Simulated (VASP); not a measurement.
# Si16Au (a cell with a defect) in VASP: single point with PBE

Aim: the single point of Si16Au (a cell with a defect) with PBE.

Everything below comes from runs of VASP 6.6.1. Logs are shortened: lines on timing, memory, paths and dates and some standing lists are left out, and cuts for length are marked.

## 1. The cell of the first run

The cell holds a defect, 17 atoms: a = 7.679 Å, b = 7.679 Å, c = 7.679 Å, α = 60.00°, β = 60.00°, γ = 60.00°.

## 2. Single point, PBE, collinear spin, zero start

INCAR reads:

```
PREC = Accurate
ENCUT = 520
EDIFF = 1E-6
ISMEAR = -1
SIGMA = 0.05
LREAL = Auto
LASPH = T
NELM = 150
ALGO = Normal
ISIF = 2
LWAVE = F
LCHARG = F
ISPIN = 2
MAGMOM = 0 0 0 0 0 0 0 0 0 0 0 0 0 0 0 0 0
LORBIT = 11
LMAXMIX = 4
GGA = PE
NBANDS = 56
```

KPOINTS reads:

```
regular mesh
0
Gamma
  2 2 2
```

POSCAR reads:

```
Si16Au
1.0
    0.0000000000      5.4300000000      5.4300000000
    5.4300000000      0.0000000000      5.4300000000
    5.4300000000      5.4300000000      0.0000000000
Si Au
16 1
Direct
   -0.0297799263      0.0036243094      0.0004261510
    0.1060270718      0.1279379374      0.1375333333
    0.0034953039      0.0003326888      0.5105634438
    0.1222286372      0.1351052486      0.6297045120
    0.0186989871      0.5015105893      0.0185606814
    0.1235878453      0.6367635359      0.1477567219
    0.0118310313      0.5055492634      0.5193485267
    0.1380338858      0.6277911602      0.6458657459
    0.4656819521     -0.0318337017     -0.0272239411
    0.5883776243      0.1002540516      0.0958395028
    0.4930387661      0.0037890424      0.4776496317
    0.6304253223      0.1281361878      0.6130881215
    0.4796124309      0.4852236648     -0.0128315838
    0.6473719153      0.6373851750      0.1545674954
    0.5108147330      0.5018802947      0.5259767956
    0.6401860958      0.6368002762      0.6311415285
    0.7012493554      0.2814456722      0.2084348066
```

Potentials or basis: VASP PAW PBE potentials, release 64 (Si, Au).

Run with:

```sh
$ cat potpaw_PBE.64/Si/POTCAR potpaw_PBE.64/Au/POTCAR > POTCAR
$ mpirun -np 1 vasp_std > vasp.out
```

OUTCAR:

```text
PREC = Accurate
   ENCUT = 520
   EDIFF = 1E-6
   ISMEAR = -1
   LREAL = Auto
   LASPH = T
   NELM = 150
   ISIF = 2
   ISPIN = 2
   LORBIT = 11
   GGA = PE

 ion  position               nearest neighbor table
   1  0.970  0.004  0.000-   6 2.33   4 2.34  10 2.43   2 2.49  17 2.66
   2  0.106  0.128  0.138-   9 2.32   3 2.34   5 2.36   1 2.49  17 2.58
   3  0.003  0.000  0.511-   4 2.34   8 2.34   2 2.34  12 2.34  17 3.29
   4  0.122  0.135  0.630-   7 2.33   3 2.34   1 2.34  11 2.34
   5  0.019  0.502  0.019-   6 2.32  14 2.33   8 2.34   2 2.36  17 3.00
   6  0.124  0.637  0.148-  13 2.29   5 2.32   1 2.33   7 2.33
   7  0.012  0.506  0.519-   4 2.33   6 2.33  16 2.33   8 2.35
   8  0.138  0.628  0.646-   5 2.34  15 2.34   3 2.34   7 2.35
   9  0.466  0.968  0.973-  14 2.28   2 2.32  12 2.32  10 2.37
  10  0.588  0.100  0.096-   9 2.37  13 2.43   1 2.43  11 2.43  17 2.57
  11  0.493  0.004  0.478-  16 2.33   4 2.34  10 2.43  12 2.49  17 2.66
  12  0.630  0.128  0.613-   9 2.32   3 2.34  15 2.36  11 2.49  17 2.57
  13  0.480  0.485  0.987-   6 2.29  16 2.29  17 2.41  10 2.43  14 3.06
  14  0.647  0.637  0.155-   9 2.28   5 2.33  15 2.33  17 2.39  13 3.06
  15  0.511  0.502  0.526-  16 2.32  14 2.33   8 2.34  12 2.36  17 3.01
  16  0.640  0.637  0.631-  13 2.29  15 2.32  11 2.33   7 2.33
  17  0.701  0.281  0.208-  14 2.39  13 2.41  10 2.57  12 2.57   2 2.58   1 2.66  11 2.66   5 3.00
                            15 3.01   3 3.29

  LATTYP: Found a face centered cubic cell.
 ALAT       =    10.8600000000

  Lattice vectors:

 A1 = (   0.0000000000,   5.4300000000,   5.4300000000)
 A2 = (   5.4300000000,   0.0000000000,   5.4300000000)
 A3 = (   5.4300000000,   5.4300000000,   0.0000000000)

Analysis of symmetry for initial positions (statically):
=====================================================================
 Subroutine PRICEL returns:
 Original cell was already a primitive cell.

 Routine SETGRP: Setting up the symmetry group for a
 face centered cubic supercell.

 Subroutine GETGRP returns: Found  1 space group operations
 (whereof  1 operations were pure point group operations)
 out of a pool of 48 trial point group operations.

The static configuration has the point symmetry C_1 .

Analysis of symmetry for dynamics (positions and initial velocities):
=====================================================================
 Subroutine PRICEL returns:
 Original cell was already a primitive cell.

 Routine SETGRP: Setting up the symmetry group for a
 face centered cubic supercell.

 Subroutine GETGRP returns: Found  1 space group operations
 (whereof  1 operations were pure point group operations)
 out of a pool of 48 trial point group operations.

The dynamic configuration has the point symmetry C_1 .

Analysis of structural, dynamic, and magnetic symmetry:
=====================================================================
 Subroutine PRICEL returns:
 Original cell was already a primitive cell.

 Routine SETGRP: Setting up the symmetry group for a
 face centered cubic supercell.

 Subroutine GETGRP returns: Found  1 space group operations
 (whereof  1 operations were pure point group operations)
 out of a pool of 48 trial point group operations.

The overall configuration has the point symmetry C_1 .

 Subroutine INISYM returns: Found  1 space group operations
 (whereof  1 operations are pure point group operations),
 and found     1 'primitive' translations

----------------------------------------------------------------------------------------

                                     Primitive cell

  volume of cell :     320.2060

  direct lattice vectors                    reciprocal lattice vectors
     0.000000000  5.430000000  5.430000000    -0.092081031  0.092081031  0.092081031
     5.430000000  0.000000000  5.430000000     0.092081031 -0.092081031  0.092081031
     5.430000000  5.430000000  0.000000000     0.092081031  0.092081031 -0.092081031

  length of vectors
[... 78 lines left out ...]
   number of dos      NEDOS =    301   number of ions     NIONS =     17
   total plane-waves  NPLWV = 216000
   dimension x,y,z NGX =    60 NGY =   60 NGZ =   60
   dimension x,y,z NGXF=   120 NGYF=  120 NGZF=  120
   ions per type =              16   1
   NGX,Y,Z   is equivalent  to a cutoff of  12.99, 12.99, 12.99 a.u.
   NGXF,Y,Z  is equivalent  to a cutoff of  25.98, 25.98, 25.98 a.u.
 SYSTEM =  unknown system
   PREC   = accura    normal or accurate (medium, high low for compatibility)
   ISTART =      0    job   : 0-new  1-cont  2-samecut
   ICHARG =      2    charge: 1-file 2-atom 10-const
   ISPIN  =      2    spin polarized calculation?
   LNONCOLLINEAR =      F non collinear calculations
   LSORBIT =      F    spin-orbit coupling
   LASPH  =      T    aspherical Exc in radial PAW
   ENCUT  =  520.0 eV  38.22 Ry    6.18 a.u.  14.28 14.28 14.28*2*pi/ulx,y,z
   NELM   =    150;   NELMIN=  2; NELMDL= -5     # of ELM steps
   EDIFF  = 0.1E-05   stopping-criterion for ELM
   LREAL  =      T    real-space projection
   EDIFFG = 0.1E-04   stopping-criterion for IOM
   NSW    =      0    number of steps for IOM
   IBRION =     -1    ionic relax: 0-MD 1-quasi-New 2-CG
   NFREE  =      0    steps in history (QN), initial steepest desc. (CG)
   ISIF   =      2    stress and relaxation
   ISYM   =      2    0-nonsym 1-usesym 2-fastsym
   POTIM  = 0.5000    time-step for ionic-motion
   TEBEG  =    0.0;   TEEND  =   0.0 temperature during run
   PSTRESS=    0.0 pullay stress
   NELECT =      75.0000    total number of electrons
   NUPDOWN=      -1.0000    fix difference up-down
   EMIN   =  10.00;   EMAX   =-10.00  energy-range for DOS
   EFERMI =   0.00;   METHOD = LEGACY
   ISMEAR =    -1;   SIGMA  =   0.05  broadening in eV -4-tet -1-fermi 0-gaus
   EFERMI_NEDOS =   21; number of points for ismear=-14 and -15
   IALGO  =     38    algorithm
   IMIX   =      4    mixing-type and parameters
     AMIX     =   0.40;   BMIX     =  1.00
     AMIX_MAG =   1.60;   BMIX_MAG =  1.00
  volume/ion in A,a.u.               =      18.84       127.11
  Fermi-wavevector in a.u.,A,eV,Ry     =   1.009142  1.907001 13.855720  1.018367
  Thomas-Fermi vector in A             =   2.142052
   LORBIT       =     11    0 simple, 1 ext, 2 COOP (PROOUT), +10 PAW based schemes
   GGA     = PE    functional components
   LHFCALC =     F    Hartree Fock is set to
   AEXX    =    0.0000 exact exchange contribution
   IVDW    =     0    specifies the selected vdW correction
   LEPSILON=     F    determine dielectric tensor
   LRPA    =     F    only Hartree local field effects (RPA)
 spin polarized calculation
  energy-cutoff  :      520.00
  volume of cell :      320.21
 maximum number of plane-waves:      8646
 NGX is ok and might be reduce to    60
   NGX = 29   NGY = 29   NGZ = 29

 number of electron      75.0000000 magnetization       0.0000001

 number of electron      75.0000000 magnetization      -0.0000005

 Free energy of the ion-electron system (eV)
  ---------------------------------------------------
  ext. energy  EPLUGINS =         0.00000000
  ---------------------------------------------------
  free energy    TOTEN  =       -85.69668661 eV

  energy without entropy =      -85.66178730  energy(sigma->0) =      -85.67923695

 E-fermi :   7.1438     XC(G=0):  -9.8197

 val. band max:        7.1422135910   @ k =   0.0000   0.5000   0.0000
 cond. band min:       7.2792318868   @ k =   0.0000   0.0000   0.0000
 fundamental gap:      0.1370182958
 Fermi energy:         7.1437934437

 spin component 1

 k-point     1 :       0.0000    0.0000    0.0000
  band No.  band energies     occupation
      1      -5.7568      1.00000
      2      -3.3723      1.00000
      3      -3.3342      1.00000
      4      -3.2828      1.00000
      5      -3.1851      1.00000
      6      -2.1436      1.00000
[... 405 lines left out ...]
     48      10.6586      0.00000
     49      10.6724      0.00000
 Fermi energy:         7.1437934437

 spin component 2

 k-point     1 :       0.0000    0.0000    0.0000
  band No.  band energies     occupation
      1      -5.7568      1.00000
      2      -3.3723      1.00000
      3      -3.3342      1.00000
      4      -3.2828      1.00000
      5      -3.1851      1.00000
      6      -2.1436      1.00000
[... 405 lines left out ...]
     48      10.6586      0.00000
     49      10.6724      0.00000
 [bands above 49 left out]

------------------------ aborting loop because EDIFF is reached ----------------------------------------

  FORCE on cell =-STRESS in cart. coord.  units (eV):
  Direction    XX          YY          ZZ          XY          YZ          ZX
  --------------------------------------------------------------------------------------
  -------------------------------------------------------------------------------------
  Total       11.5970551     12.7466281     11.6088537      0.6766149      0.6777150      0.3884293
  in kB       58.0268264     63.7788100     58.0858614      3.3854985      3.3910033      1.9435382
  external PRESSURE =      59.9638326 kB  Pullay stress =       0.0000000 kB

 VOLUME and BASIS-vectors are now :
 -----------------------------------------------------------------------------
  energy-cutoff  :      520.00
  volume of cell :      320.21
      direct lattice vectors                 reciprocal lattice vectors
     0.000000000  5.430000000  5.430000000    -0.092081031  0.092081031  0.092081031
     5.430000000  0.000000000  5.430000000     0.092081031 -0.092081031  0.092081031
     5.430000000  5.430000000  0.000000000     0.092081031  0.092081031 -0.092081031

 POSITION                                       TOTAL-FORCE (eV/Angst)
 -----------------------------------------------------------------------------------
      0.02199      5.27061      5.28798         0.015219     -0.006004     -0.003963
      1.44151      1.32253      1.27043        -0.004513     -0.004147     -0.007538
      2.77417      2.79134      0.02079         0.011503     -0.007732      0.005461
      4.15292      4.08300      1.39732        -0.003790      0.016405      0.004145
      2.82399      0.20232      2.82474         0.005641     -0.001582     -0.006452
      4.25994      1.47340      4.12871         0.000233      0.002975      0.007790
[... 9 lines left out ...]
      6.88492      6.90331      6.93404         0.006141     -0.005632      0.000442
      2.66005      4.93958      5.33603        -0.001660      0.001453      0.003323
 -----------------------------------------------------------------------------------
    total drift:                                0.000437      0.007268     -0.003608

  FREE ENERGIE OF THE ION-ELECTRON SYSTEM (eV)
  ---------------------------------------------------
  free  energy   TOTEN  =       -85.6966866052 eV

  energy  without entropy=      -85.6617873048  energy(sigma->0) =      -85.67923695

 total charge

# of ion       s       p       d       tot
------------------------------------------
    1        0.743   0.918   0.000   1.661
    2        0.739   0.931   0.000   1.671
    3        0.749   0.948   0.000   1.697
    4        0.741   0.958   0.000   1.700
    5        0.751   0.940   0.000   1.691
    6        0.746   0.968   0.000   1.714
[... 9 lines left out ...]
   16        0.746   0.968   0.000   1.714
   17        0.723   0.557   8.703   9.983
--------------------------------------------------
tot         12.722  15.550   8.703  36.975

 magnetization (x)

# of ion       s       p       d       tot
------------------------------------------
    1       -0.000  -0.000   0.000  -0.000
    2        0.000   0.000   0.000   0.000
    3        0.000  -0.000   0.000  -0.000
    4       -0.000  -0.000   0.000  -0.000
    5       -0.000  -0.000   0.000  -0.000
    6       -0.000  -0.000   0.000  -0.000
[... 9 lines left out ...]
   16       -0.000   0.000   0.000   0.000
   17       -0.000   0.000   0.000   0.000
--------------------------------------------------
tot         -0.000  -0.000   0.000  -0.000
```

Run time: 5 min. Hardware: 1 thread of Intel Xeon 6975P-C (Granite Rapids), shared host; peak memory 0.72 GiB.

Results:

```yaml
Free_energy: -85.6967 eV
Pressure: 6.0 GPa
Largest_force: 0.021 eV/Å
Net_moment: 0.00 μB per cell
Valence_electrons_inside_the_program's_atomic_spheres: Si 1.66, 1.67, 1.70, 1.69, 1.71, 1.65, 1.68 (each value once); Au 9.98
```

Forces on the atoms (eV/Å):
```
Si   0.015 -0.006 -0.004
Si  -0.005 -0.004 -0.008
Si   0.012 -0.008  0.005
Si  -0.004  0.016  0.004
Si   0.006 -0.002 -0.006
Si   0.000  0.003  0.008
Si  -0.003 -0.011 -0.011
Si  -0.010  0.000  0.004
Si  -0.005 -0.005  0.001
Si   0.013  0.013  0.011
Si  -0.008 -0.005  0.006
Si   0.002 -0.006 -0.003
Si  -0.008  0.018 -0.004
Si   0.002 -0.008 -0.010
Si  -0.013  0.008  0.004
Si   0.006 -0.006  0.000
Au  -0.002  0.001  0.003
```

Levels at points of the mesh, in eV from the Fermi level:
Spin up:
```csv
k point,band 33,band 34,band 35,band 36,band 37,band 38,band 39,band 40,band 41,band 42
"(0.00, 0.00, 0.00)",-1.34,-1.25,-1.09,-0.92,-0.86,-0.22,-0.05,-0.02,0.14,0.37
"(0.50, 0.00, 0.00)",-2.27,-1.51,-1.46,-1.35,-0.85,0.27,0.37,0.70,0.84,0.96
"(0.00, 0.50, 0.00)",-2.42,-1.42,-1.30,-1.24,-0.76,0.00,0.17,0.58,0.85,0.92
"(0.00, 0.00, 0.50)",-2.28,-1.51,-1.46,-1.35,-0.85,0.27,0.37,0.70,0.84,0.96
"(0.50, 0.50, 0.50)",-2.47,-1.60,-1.46,-1.20,-0.84,-0.27,0.45,0.63,0.80,1.02
"(0.50, 0.50, 0.00)",-2.15,-2.01,-1.80,-1.78,-1.12,0.20,0.38,1.31,1.43,1.52
"(0.00, 0.50, 0.50)",-2.15,-2.01,-1.80,-1.78,-1.12,0.19,0.38,1.31,1.43,1.52
"(0.50, 0.00, 0.50)",-2.27,-2.13,-1.99,-1.36,-0.97,0.19,0.41,1.32,1.46,1.49
```
Spin down:
| k point | band 35 | band 36 | band 37 | band 38 | band 39 | band 40 |
| --- | --- | --- | --- | --- | --- | --- |
| (0.00, 0.00, 0.00) | -1.09 | -0.92 | -0.86 | -0.22 | -0.05 | -0.02 |
| (0.50, 0.00, 0.00) | -1.46 | -1.35 | -0.85 | 0.27 | 0.37 | 0.70 |
| (0.00, 0.50, 0.00) | -1.30 | -1.24 | -0.76 | 0.00 | 0.17 | 0.58 |
| (0.00, 0.00, 0.50) | -1.46 | -1.35 | -0.85 | 0.27 | 0.37 | 0.70 |
| (0.50, 0.50, 0.50) | -1.46 | -1.20 | -0.84 | -0.27 | 0.45 | 0.63 |
| (0.50, 0.50, 0.00) | -1.80 | -1.78 | -1.12 | 0.20 | 0.38 | 1.31 |
| (0.00, 0.50, 0.50) | -1.80 | -1.78 | -1.12 | 0.19 | 0.38 | 1.31 |
| (0.50, 0.00, 0.50) | -1.99 | -1.36 | -0.97 | 0.19 | 0.41 | 1.32 |

Caveat: the k points lie up to 0.50 Å⁻¹ apart; spin-orbit coupling is left out, which moves the levels of the heavy elements.
